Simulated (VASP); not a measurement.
# Ag (I4_1/amd) in VASP: further runs, part 2 of 2

VASP 6.6.1. Earlier steps stand in the parts before.

## 4. Relaxation of cell and atoms, PBE

The input, INCAR:

```
PREC = Accurate ; ENCUT = 600
EDIFF = 1E-7 ; ISMEAR = 0
SIGMA = 0.1 ; LREAL = False
LASPH = True ; NELM = 60
ALGO = Normal ; ISIF = 3
LWAVE = False ; LCHARG = False
GGA = PE ; IBRION = 2
NSW = 90 ; EDIFFG = -0.04
```

The input, KPOINTS:

```
Automatic mesh
0
Gamma
  8 8 8
```

The input, POSCAR:

```
Ag
1.0
   -2.5374423559      2.5374423559      1.3842216450
    2.5374423559     -2.5374423559      1.3842216450
    2.5374423559      2.5374423559     -1.3842216450
Ag
2
Direct
    0.0000000000      0.0000000000      0.0000000000
    0.7500000000      0.2500000000      0.5000000000
```

Potentials or basis: VASP PAW PBE potentials, release 64 (Ag).

Started as:

```bash
> cat potpaw_PBE.64/Ag/POTCAR > POTCAR
> mpirun -np 1 vasp_std > vasp.out
```

OUTCAR:

```text
PREC = Accurate
   ENCUT = 600
   EDIFF = 1E-7
   ISMEAR = 0
   LREAL = False
   LASPH = True
   NELM = 60
   ISIF = 3
   GGA = PE
   IBRION = 2
   NSW = 90
   EDIFFG = -0.04

 ion  position               nearest neighbor table
   1  0.000  0.000  0.000-   2 2.63   2 2.63   2 2.63   2 2.63   2 3.28   2 3.28   2 3.28   2 3.28

   2  0.750  0.250  0.500-   1 2.63   1 2.63   1 2.63   1 2.63   1 3.28   1 3.28   1 3.28   1 3.28

  LATTYP: Found a body centered tetragonal cell.
 ALAT       =     5.0748847118
 C/A-ratio  =     0.5455184595

  Lattice vectors:

 A1 = (  -2.5374423559,   2.5374423559,   1.3842216450)
 A2 = (   2.5374423559,  -2.5374423559,   1.3842216450)
 A3 = (   2.5374423559,   2.5374423559,  -1.3842216450)

Analysis of symmetry for initial positions (statically):
[... 334 lines left out ...]
 fundamental gap:      0.0399840931
 Fermi energy:         6.6404798670

 k-point     1 :       0.0000    0.0000    0.0000
  band No.  band energies     occupation
      1      -0.1823      2.00000
      2       0.8164      2.00000
      3       0.9725      2.00000
      4       1.1715      2.00000
      5       1.3479      2.00000
      6       3.1298      2.00000
      7       3.1298      2.00000
      8       3.1574      2.00000
      9       3.1574      2.00000
     10       3.6721      2.00000
     11       4.2226      2.00000
     12      10.6416      0.00000
     13      10.6416      0.00000
     14      14.6596      0.00000
[... 401 lines left out ...]
      2       1.1073      2.00000
      3       1.3691      2.00000
      4       1.9087      2.00000
      5       2.0467      2.00000
      6       2.6354      2.00000
      7       2.9550      2.00000
      8       3.4288      2.00000
      9       3.6164      2.00000
     10       3.9972      2.00000
     11       7.6454      0.00000
     12       9.3110      0.00000
     13      10.8756      0.00000
     14      11.2641      0.00000
     15      17.1450      0.00000

 [... further k-points ...]
[... 5 lines left out ...]
  --------------------------------------------------------------------------------------
  -------------------------------------------------------------------------------------
  Total       -0.0250834     -0.0250834     -0.0322104      0.0000000      0.0000000      0.0000000
  in kB       -1.0175701     -1.0175701     -1.3066919      0.0000000      0.0000000      0.0000000
  external PRESSURE =      -1.1139440 kB  Pullay stress =       0.0000000 kB
[... 17 lines left out ...]
  FREE ENERGIE OF THE ION-ELECTRON SYSTEM (eV)
  ---------------------------------------------------
  free  energy   TOTEN  =        -4.9631404424 eV

  energy  without entropy=       -4.9609872409  energy(sigma->0) =       -4.96206384

 reached required accuracy - stopping structural energy minimisation
```

OSZICAR:

```text
N       E                     dE             d eps       ncg     rms          rms(c)
DAV:   1     0.134964545734E+03    0.13496E+03   -0.12679E+04  1770   0.160E+03
DAV:   2    -0.372271147865E+01   -0.13869E+03   -0.13333E+03  1826   0.315E+02
DAV:   3    -0.528469701720E+01   -0.15620E+01   -0.15601E+01  2099   0.404E+01
DAV:   4    -0.528927157045E+01   -0.45746E-02   -0.45744E-02  2015   0.204E+00
[... 44 lines left out ...]
DAV:   4    -0.496312472776E+01    0.13355E-02   -0.21308E-03  1882   0.431E-01    0.715E-02
DAV:   5    -0.496314154653E+01   -0.16819E-04   -0.11305E-04  1987   0.110E-01    0.153E-02
DAV:   6    -0.496314058101E+01    0.96552E-06   -0.91863E-06  1924   0.330E-02    0.340E-03
DAV:   7    -0.496314044145E+01    0.13956E-06   -0.71027E-08  1207   0.263E-03    0.146E-03
DAV:   8    -0.496314044240E+01   -0.95542E-09   -0.83774E-09   962   0.873E-04
   5 F= -.49631404E+01 E0= -.49620638E+01  d E =-.328098E-02
```

It took 3.6 min on 1 thread of Intel Xeon 8259CL, shared host; peak memory 0.21 GiB.

What came out:

| Property | Result |
| --- | --- |
| Free energy | -4.9631 eV |
| Relaxed volume | 19.75 Å³/atom |
| Relaxed cell | a = 4.021 Å, b = 4.021 Å, c = 4.021 Å, α = 96.82°, β = 96.82°, γ = 139.68° |
| Space group after relaxing (to 0.1 Å) | I4_1/amd (No. 141) |
| Energy gained by relaxing | 69.9 meV/atom |
| Ionic steps | 5 |
| Pressure after relaxing | -0.1 GPa |
| Band gap on the k mesh | zero (bands 11 and 12 overlap by 4.94 eV) |

Step by step:
```tsv
step	energy change (eV)	largest force (eV/Å)	pressure (GPa)	volume (Å³)
1	0.0000	0.0000	10.13	35.65
2	-0.1124	0.0000	-3.54	41.75
3	-0.1364	0.0000	-0.46	39.67
4	-0.1364	0.0000	-0.60	39.75
5	-0.1397	0.0000	-0.11	39.49
```

Final structure:
```
Ag
1.0
    -2.66912    2.66912    1.38591
     2.66912   -2.66912    1.38591
     2.66912    2.66912   -1.38591
Ag
2
Direct
  0.00000 0.00000 0.00000
  0.75000 0.25000 0.50000
```

## 5. Single point, PBE

This run uses another cell than the first one, of 19.75 Å³/atom.

The input, INCAR:

```
ALGO = Fast
EDIFF = 1E-6
ENCUT = 520
GGA = PE
ISIF = 2
ISMEAR = 0
LASPH = T
LCHARG = F
LREAL = F
LWAVE = F
NBANDS = 18
NELM = 60
PREC = Accurate
SIGMA = 0.1
```

The input, KPOINTS:

```
k-points
0
Gamma
  22 22 22
```

The input, POSCAR:

```
Ag
1.0
   -2.6631961065      2.6631961065      1.3922160844
    2.6631961065     -2.6631961065      1.3922160844
    2.6631961065      2.6631961065     -1.3922160844
Ag
2
Direct
    0.0000000000      0.0000000000      0.0000000000
    0.7500000000      0.2500000000      0.5000000000
```

Potentials or basis: VASP PAW PBE potentials, release 64 (Ag).

Started as:

```bash
> cat potpaw_PBE.64/Ag/POTCAR > POTCAR
> mpirun -np 1 vasp_std > vasp.out
```

OUTCAR:

```text
EDIFF = 1E-6
   ENCUT = 520
   GGA = PE
   ISIF = 2
   ISMEAR = 0
   LASPH = T
   LREAL = F
   NELM = 60
   PREC = Accurate

 ion  position               nearest neighbor table
   1  0.000  0.000  0.000-   2 2.75   2 2.75   2 2.75   2 2.75   2 3.38   2 3.38   2 3.38   2 3.38

   2  0.750  0.250  0.500-   1 2.75   1 2.75   1 2.75   1 2.75   1 3.38   1 3.38   1 3.38   1 3.38

  LATTYP: Found a body centered tetragonal cell.
 ALAT       =     5.3263922130
 C/A-ratio  =     0.5227613847

  Lattice vectors:

 A1 = (  -2.6631961065,   2.6631961065,   1.3922160844)
 A2 = (   2.6631961065,  -2.6631961065,   1.3922160844)
 A3 = (   2.6631961065,   2.6631961065,  -1.3922160844)

Analysis of symmetry for initial positions (statically):
=====================================================================
 Subroutine PRICEL returns:
 Original cell was already a primitive cell.

 Routine SETGRP: Setting up the symmetry group for a
 body centered tetragonal supercell.

 Subroutine GETGRP returns: Found 16 space group operations
 (whereof  8 operations were pure point group operations)
 out of a pool of 16 trial point group operations.
[... 160 lines left out ...]
  ---------------------------------------------------
  ext. energy  EPLUGINS =         0.00000000
  ---------------------------------------------------
  free energy    TOTEN  =        -4.96000116 eV

  energy without entropy =       -4.95758049  energy(sigma->0) =       -4.95879082

 E-fermi :   6.5657     XC(G=0): -11.2983

 val. band max:        6.5573911267   @ k =   0.4545   0.0000  -0.0000
 cond. band min:       6.5757119620   @ k =  -0.1364  -0.4545   0.0455
 fundamental gap:      0.0183208353
 Fermi energy:         6.5657370837

 k-point     1 :       0.0000    0.0000    0.0000
  band No.  band energies     occupation
      1      -0.1806      2.00000
      2       0.8051      2.00000
      3       0.9632      2.00000
      4       1.2108      2.00000
      5       1.3823      2.00000
      6       3.1128      2.00000
[... 481 lines left out ...]
      5       2.2862      2.00000
      6       2.4549      2.00000
[... 10 lines left out ...]
     17      18.1061      0.00000
     18      21.5089      0.00000

 [... further k-points ...]
[... 5 lines left out ...]
  --------------------------------------------------------------------------------------
  -------------------------------------------------------------------------------------
  Total       -0.0050301     -0.0050301     -0.0067697      0.0000000      0.0000000      0.0000000
  in kB       -0.2040381     -0.2040381     -0.2746047      0.0000000      0.0000000      0.0000000
  external PRESSURE =      -0.2275603 kB  Pullay stress =       0.0000000 kB

 VOLUME and BASIS-vectors are now :
 -----------------------------------------------------------------------------
  energy-cutoff  :      520.00
  volume of cell :       39.50
      direct lattice vectors                 reciprocal lattice vectors
    -2.663196107  2.663196107  1.392216084     0.000000000  0.187744342  0.359139652
     2.663196107 -2.663196107  1.392216084     0.187744342  0.000000000  0.359139652
     2.663196107  2.663196107 -1.392216084     0.187744342  0.187744342  0.000000000

 POSITION                                       TOTAL-FORCE (eV/Angst)
 -----------------------------------------------------------------------------------
      0.00000      0.00000      0.00000        -0.000000      0.000000     -0.000000
      0.00000      2.66320      0.69611         0.000000     -0.000000      0.000000
 -----------------------------------------------------------------------------------
    total drift:                                0.000000     -0.000000      0.000000

  FREE ENERGIE OF THE ION-ELECTRON SYSTEM (eV)
  ---------------------------------------------------
  free  energy   TOTEN  =        -4.9600011550 eV

  energy  without entropy=       -4.9575804916  energy(sigma->0) =       -4.95879082
```

stdout:

```text
POSCAR found type information on POSCAR Ag
 POSCAR found :  1 types and       2 ions
 scaLAPACK will be used
 LDA part: xc-table for (Slater+PW92), standard interpolation
 POSCAR, INCAR and KPOINTS ok, starting setup
 FFT: planning ... GRIDC
 FFT: planning ... GRID_SOFT
 FFT: planning ... GRID
 WAVECAR not read
 entering main loop
```

Run time: 11 min. Hardware: 1 thread of Oxide Virtual Turin-like, shared host; peak memory 0.52 GiB.

Results:

```yaml
Free_energy: -4.9600 eV
Pressure: 0.0 GPa
Band_gap_on_the_k_mesh: zero (bands 11 and 12 overlap by 5.55 eV)
```

## 6. Overview

```tsv
task	cell	k mesh	cutoff (eV)	gap on the mesh (eV)	pressure (GPa)
single point	a = 3.846 Å, angles 97.4, 97.4, 137.8°, 2 atoms	8 × 8 × 8	520	none	10.1
single point	a = 4.022 Å, angles 96.8, 96.8, 139.7°, 2 atoms	8 × 8 × 8	520	none	-0.1
relaxation of cell and atoms	relaxed from a = 3.846 Å, angles 97.4, 97.4, 137.8°, 2 atoms	8 × 8 × 8	600	none	-0.1
single point	a = 4.015 Å, angles 96.9, 96.9, 139.4°, 2 atoms	22 × 22 × 22	520	none	0.0
```

Alike in all rows: level PBE; potentials or basis VASP PAW PBE potentials, release 64 (Ag); no spin polarisation; smearing gaussian 0.1 eV.

Caveats: the stress differs along the axes, from 4 to 13 GPa (at least some runs).

Total energies depend on the potentials used, so only differences within one code and one set of settings carry meaning.

The gap in the log of VASP goes by the Fermi energy; the results here count the filled bands.